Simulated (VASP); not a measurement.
Input of a VASP 6.6.1 run:

INCAR

```
PREC = Accurate ; ENCUT = 520
EDIFF = 1E-7 ; ISMEAR = 0
SIGMA = 0.02 ; LREAL = F
LASPH = T ; NELM = 60
ALGO = Normal ; ISIF = 2
LWAVE = F ; LCHARG = F
GGA = PE ; NBANDS = 15
```

File KPOINTS:

```
regular mesh
0
Gamma
  8 8 8
```

File POSCAR:

```
CaO
1.0
    0.0000000000      2.4156214642      2.4156214642
    2.4156214642      0.0000000000      2.4156214642
    2.4156214642      2.4156214642      0.0000000000
Ca O
1 1
Direct
    0.0000000000      0.0000000000      0.0000000000
    0.5000000000      0.5000000000      0.5000000000
```

Potentials or basis: VASP PAW PBE potentials, release 64 (Ca_sv, O).

Command:

```console
$ cat potpaw_PBE.64/Ca_sv/POTCAR potpaw_PBE.64/O/POTCAR > POTCAR
$ mpirun -np 1 vasp_std > vasp.out
```

What does it give for the band gap on the k mesh?

3.64 eV, indirect (least direct gap 4.02 eV).

What does it give for the pressure?

0.5 GPa.

A k mesh can miss the band edges.
